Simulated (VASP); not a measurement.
# Sb (R-3m) in VASP: notebook

Sb is run at these levels: PBEsol; tasks: electric field gradients.

Everything below comes from runs of VASP 6.6.1. Logs are shortened: lines on timing, memory, paths and dates and some standing lists are left out, and cuts for length are marked.

## Step 1: The cell of the first run

Symmetry: R-3m, No. 166, trigonal system. Conventional cell: a = 3.211 Å, b = 3.211 Å, c = 8.224 Å, α = 90.00°, β = 90.00°, γ = 120.00°. Sb (site symmetry -3m) has 12 Sb at 3.21 to 3.31 Å within 4.2 Å.

## Step 2: Electric field gradients, PBEsol (equal xy, yz and zx shear strains of +3 %)

INCAR reads:

```
PREC     = Accurate       # precision mode
ENCUT    = 520            # plane-wave cutoff, eV
EDIFF    = 1E-8           # SCF threshold, eV
ISMEAR   = -1             # smearing method
SIGMA    = 0.05           # smearing width, eV
LREAL    = F              # projectors in reciprocal space
LASPH    = T              # aspherical terms in the spheres
NELM     = 80             # most SCF steps
ALGO     = Normal         # electronic algorithm
ISIF     = 2              # what is computed and relaxed
LWAVE    = F              # write WAVECAR
LCHARG   = F              # write CHGCAR
GGA      = PS             # functional
LEFG     = T            
NBANDS   = 8              # bands
```

KPOINTS reads:

```
regular mesh
0
Gamma
  12 12 12
```

POSCAR reads:

```
Sb
1.0
    0.0691500000      2.3395750000      2.3395750000
    2.3395750000      0.0691500000      2.3395750000
    2.3395750000      2.3395750000      0.0691500000
Sb
1
Direct
    0.0000000000      0.0000000000      0.0000000000
```

Potentials or basis: VASP PAW PBE potentials, release 64 (Sb).

Command:

```console
$ cat potpaw_PBE.64/Sb/POTCAR > POTCAR
$ mpirun -np 1 vasp_std > vasp.out
```

OUTCAR:

```text
PREC = Accurate
   ENCUT = 520
   EDIFF = 1E-8
   ISMEAR = -1
   LREAL = F
   LASPH = T
   NELM = 80
   ISIF = 2
   GGA = PS

 ion  position               nearest neighbor table
   1  0.000  0.000  0.000-

  LATTYP: Found a trigonal (rhomboedric) cell.
 ALAT       =     3.3093812237
 COS(alpha) =     0.5293254421

  Lattice vectors:

 A1 = (   0.0691500000,   2.3395750000,   2.3395750000)
 A2 = (   2.3395750000,   0.0691500000,   2.3395750000)
 A3 = (   2.3395750000,   2.3395750000,   0.0691500000)

Analysis of symmetry for initial positions (statically):
=====================================================================
 Subroutine PRICEL returns:
 Original cell was already a primitive cell.

 Routine SETGRP: Setting up the symmetry group for a
 trigonal (rhombohedral) supercell.

 Subroutine GETGRP returns: Found 12 space group operations
 (whereof 12 operations were pure point group operations)
 out of a pool of 12 trial point group operations.

The static configuration has the point symmetry D_3d.

Analysis of symmetry for dynamics (positions and initial velocities):
=====================================================================
 Subroutine PRICEL returns:
 Original cell was already a primitive cell.

 Routine SETGRP: Setting up the symmetry group for a
 trigonal (rhombohedral) supercell.

 Subroutine GETGRP returns: Found 12 space group operations
 (whereof 12 operations were pure point group operations)
 out of a pool of 12 trial point group operations.

The dynamic configuration has the point symmetry D_3d.

 Subroutine INISYM returns: Found 12 space group operations
 (whereof 12 operations are pure point group operations),
 and found     1 'primitive' translations

----------------------------------------------------------------------------------------

                                     Primitive cell

  volume of cell :      24.4767

  direct lattice vectors                    reciprocal lattice vectors
     0.069150000  2.339575000  2.339575000    -0.223430218  0.217015954  0.217015954
     2.339575000  0.069150000  2.339575000     0.217015954 -0.223430218  0.217015954
     2.339575000  2.339575000  0.069150000     0.217015954  0.217015954 -0.223430218

  length of vectors
     3.309381224  3.309381224  3.309381224     0.379622063  0.379622063  0.379622063

  position of ions in fractional coordinates (direct lattice)
     0.000000000  0.000000000  0.000000000

  ion indices of the primitive-cell ions
   primitive index   ion index
                 1           1

----------------------------------------------------------------------------------------

 KPOINTS: regular mesh

Automatic generation of k-mesh.
 Grid dimensions read from file:
 generate k-points for:   12   12   12

 Generating k-lattice:

  Cartesian coordinates                     Fractional coordinates (reciprocal lattice)
    -0.018619185  0.018084663  0.018084663     0.083333333  0.000000000 -0.000000000
     0.018084663 -0.018619185  0.018084663     0.000000000  0.083333333 -0.000000000
     0.018084663  0.018084663 -0.018619185     0.000000000  0.000000000  0.083333333

  Length of vectors
     0.031635172  0.031635172  0.031635172

  Shift w.r.t. Gamma in fractional coordinates (k-lattice)
     0.000000000  0.000000000  0.000000000

 Subroutine IBZKPT returns following result:
 ===========================================

 Found    189 irreducible k-points:

 Following reciprocal coordinates:
            Coordinates               Weight
  0.000000  0.000000  0.000000      1.000000
  0.083333  0.000000 -0.000000      6.000000
  0.166667  0.000000  0.000000      6.000000
  0.250000  0.000000  0.000000      6.000000
  0.333333  0.000000  0.000000      6.000000
  0.416667  0.000000  0.000000      6.000000
[... 16 lines left out ...]
  0.500000  0.166667  0.000000     12.000000
 -0.416667  0.166667 -0.000000     12.000000
 [... further k-points ...]
   k-points           NKPTS =    189   k-points in BZ     NKDIM =    189   number of bands    NBANDS=      8
   number of dos      NEDOS =    301   number of ions     NIONS =      1
   total plane-waves  NPLWV =  21952
   dimension x,y,z NGX =    28 NGY =   28 NGZ =   28
   dimension x,y,z NGXF=    56 NGYF=   56 NGZF=   56
   ions per type =               1
   NGX,Y,Z   is equivalent  to a cutoff of  14.07, 14.07, 14.07 a.u.
   NGXF,Y,Z  is equivalent  to a cutoff of  28.13, 28.13, 28.13 a.u.
 SYSTEM =  unknown system
   PREC   = accura    normal or accurate (medium, high low for compatibility)
   ISTART =      0    job   : 0-new  1-cont  2-samecut
   ICHARG =      2    charge: 1-file 2-atom 10-const
   ISPIN  =      1    spin polarized calculation?
   LNONCOLLINEAR =      F non collinear calculations
   LSORBIT =      F    spin-orbit coupling
   LASPH  =      T    aspherical Exc in radial PAW
   ENCUT  =  520.0 eV  38.22 Ry    6.18 a.u.   6.15  6.15  6.15*2*pi/ulx,y,z
   NELM   =     80;   NELMIN=  2; NELMDL= -5     # of ELM steps
   EDIFF  = 0.1E-07   stopping-criterion for ELM
   LREAL  =      F    real-space projection
   EDIFFG = 0.1E-06   stopping-criterion for IOM
   NSW    =      0    number of steps for IOM
   IBRION =     -1    ionic relax: 0-MD 1-quasi-New 2-CG
   NFREE  =      0    steps in history (QN), initial steepest desc. (CG)
   ISIF   =      2    stress and relaxation
   ISYM   =      2    0-nonsym 1-usesym 2-fastsym
   POTIM  = 0.5000    time-step for ionic-motion
   TEBEG  =    0.0;   TEEND  =   0.0 temperature during run
   PSTRESS=    0.0 pullay stress
   NELECT =       5.0000    total number of electrons
   NUPDOWN=      -1.0000    fix difference up-down
   EMIN   =  10.00;   EMAX   =-10.00  energy-range for DOS
   EFERMI =   0.00;   METHOD = LEGACY
   ISMEAR =    -1;   SIGMA  =   0.05  broadening in eV -4-tet -1-fermi 0-gaus
   EFERMI_NEDOS =   21; number of points for ismear=-14 and -15
   IALGO  =     38    algorithm
   IMIX   =      4    mixing-type and parameters
     AMIX     =   0.40;   BMIX     =  1.00
     AMIX_MAG =   1.60;   BMIX_MAG =  1.00
  volume/ion in A,a.u.               =      24.48       165.18
  Fermi-wavevector in a.u.,A,eV,Ry     =   0.964156  1.821991 12.647934  0.929597
  Thomas-Fermi vector in A             =   2.093763
   LORBIT       =      0    0 simple, 1 ext, 2 COOP (PROOUT), +10 PAW based schemes
   GGA     = PS    functional components
   LHFCALC =     F    Hartree Fock is set to
   AEXX    =    0.0000 exact exchange contribution
   IVDW    =     0    specifies the selected vdW correction
   LEPSILON=     F    determine dielectric tensor
   LRPA    =     F    only Hartree local field effects (RPA)
 non-spin polarized calculation
  energy-cutoff  :      520.00
  volume of cell :       24.48
 maximum number of plane-waves:       670
 NGX is ok and might be reduce to    28
   NGX = 13   NGY = 13   NGZ = 13

 number of electron       5.0000000 magnetization

 Free energy of the ion-electron system (eV)
  ---------------------------------------------------
  ext. energy  EPLUGINS =         0.00000000
  ---------------------------------------------------
  free energy    TOTEN  =        -4.26808304 eV

  energy without entropy =       -4.26331339  energy(sigma->0) =       -4.26569821

 E-fermi :   9.7177     XC(G=0): -10.7488

 val. band max:        9.7094884116   @ k =   0.5000   0.5000   0.0000
 cond. band min:       9.7253591008   @ k =  -0.3333   0.3333   0.1667
 fundamental gap:      0.0158706892
 Fermi energy:         9.7176587908

 k-point     1 :       0.0000    0.0000    0.0000
  band No.  band energies     occupation
      1      -4.0589      2.00000
      2      14.9522      0.00000
      3      16.0722      0.00000
      4      16.0722      0.00000
      5      19.2057      0.00000
      6      20.0198      0.00000
      7      20.3387      0.00000
      8      20.3387      0.00000

 k-point     2 :       0.0833    0.0000   -0.0000
  band No.  band energies     occupation
      1      -3.9048      2.00000
      2      14.4455      0.00000
      3      14.9539      0.00000
      4      15.8080      0.00000
      5      18.9385      0.00000
      6      19.6235      0.00000
      7      20.7239      0.00000
      8      22.1760      0.00000
[... 221 lines left out ...]
 k-point    23 :       0.5000    0.1667    0.0000
  band No.  band energies     occupation
      1       0.4576      2.00000
      2       4.3734      2.00000
      3      10.7017      0.00000
      4      12.0691      0.00000
      5      16.0207      0.00000
      6      20.7330      0.00000
      7      21.4654      0.00000
      8      23.9346      0.00000

 k-point    24 :      -0.4167    0.1667   -0.0000
  band No.  band energies     occupation
      1       0.7998      2.00000
      2       3.9185      2.00000
      3      10.2425      0.00006
      4      12.5546      0.00000
      5      16.3551      0.00000
      6      20.1969      0.00000
      7      21.1587      0.00000
      8      24.3059      0.00000

 [... further k-points ...]
[... 5 lines left out ...]
  --------------------------------------------------------------------------------------
  -------------------------------------------------------------------------------------
  Total        0.8742655      0.8742655      0.8742655     -0.0505776     -0.0505776     -0.0505776
  in kB       57.2270622     57.2270622     57.2270622     -3.3106753     -3.3106753     -3.3106753
  external PRESSURE =      57.2270622 kB  Pullay stress =       0.0000000 kB

 VOLUME and BASIS-vectors are now :
 -----------------------------------------------------------------------------
  energy-cutoff  :      520.00
  volume of cell :       24.48
      direct lattice vectors                 reciprocal lattice vectors
     0.069150000  2.339575000  2.339575000    -0.223430218  0.217015954  0.217015954
     2.339575000  0.069150000  2.339575000     0.217015954 -0.223430218  0.217015954
     2.339575000  2.339575000  0.069150000     0.217015954  0.217015954 -0.223430218

 POSITION                                       TOTAL-FORCE (eV/Angst)
 -----------------------------------------------------------------------------------
      0.00000      0.00000      0.00000         0.000000      0.000000      0.000000
 -----------------------------------------------------------------------------------
    total drift:                               -0.000000      0.000000     -0.000000

  FREE ENERGIE OF THE ION-ELECTRON SYSTEM (eV)
  ---------------------------------------------------
  free  energy   TOTEN  =        -4.2680830382 eV

  energy  without entropy=       -4.2633133890  energy(sigma->0) =       -4.26569821

 Electric field gradients (V/A^2)
---------------------------------------------------------------------
 ion       V_xx      V_yy      V_zz      V_xy      V_xz      V_yz
---------------------------------------------------------------------
   1       0.000    -0.000     0.000    -8.044    -8.044    -8.044
---------------------------------------------------------------------

 Electric field gradients after diagonalization (V/A^2)
 (convention: |V_zz| > |V_xx| > |V_yy|)
----------------------------------------------------------------------
 ion       V_xx      V_yy      V_zz     asymmetry (V_yy - V_xx)/ V_zz
----------------------------------------------------------------------
   1       8.044     8.044   -16.088       0.000
----------------------------------------------------------------------

           NMR quadrupolar parameters

 Cq : quadrupolar parameter    Cq=e*Q*V_zz/h
 eta: asymmetry parameters     (V_yy - V_xx)/ V_zz
 Q  : nuclear electric quadrupole moment in mb (millibarn)
----------------------------------------------------------------------
 ion       Cq(MHz)       eta       Q (mb)
----------------------------------------------------------------------
   1      -0.039       0.000       1.000
----------------------------------------------------------------------
```

It used 35 s of CPU time on 1 thread of AMD EPYC 7R13 Processor (Zen 3), on a shared host.

Results:

| Property | Result |
| --- | --- |
| Free energy | -4.2681 eV |
| Pressure | 5.7 GPa |

Stress tensor (GPa, compression positive):
```
 5.72 -0.33 -0.33
-0.33  5.72 -0.33
-0.33 -0.33  5.72
```

Levels at points of the mesh, in eV from the Fermi level:
```tsv
k point	band 1	band 2	band 3	band 4	band 5	band 6
(0.00, 0.00, 0.00)	-13.78	5.23	6.35	6.35	9.49	10.30
(0.50, 0.00, 0.00)	-9.30	-6.49	3.73	4.03	8.46	9.01
(0.50, 0.50, 0.00)	-7.55	-5.52	-0.01	0.73	4.00	4.76
(0.50, 0.50, 0.50)	-9.93	-6.58	4.62	4.62	9.41	9.72
```

Electric field gradients, principal values (V/Å²):
| atom | least | middle | greatest (by size) |
| --- | --- | --- | --- |
| 1 Sb | 8.044 | 8.044 | -16.088 |

Caveat: the cell differs from its parent crystal (equal xy, yz and zx shear strains of +3 %); without QUAD_EFG the Cq values of the log hold for a quadrupole moment of 1 mb, not for the nuclei; the PAW data sets were made with another functional, which shifts forces and pressure a little; spin-orbit coupling is left out, which moves the levels of the heavy elements.

(Continued in part 2 of 2.)
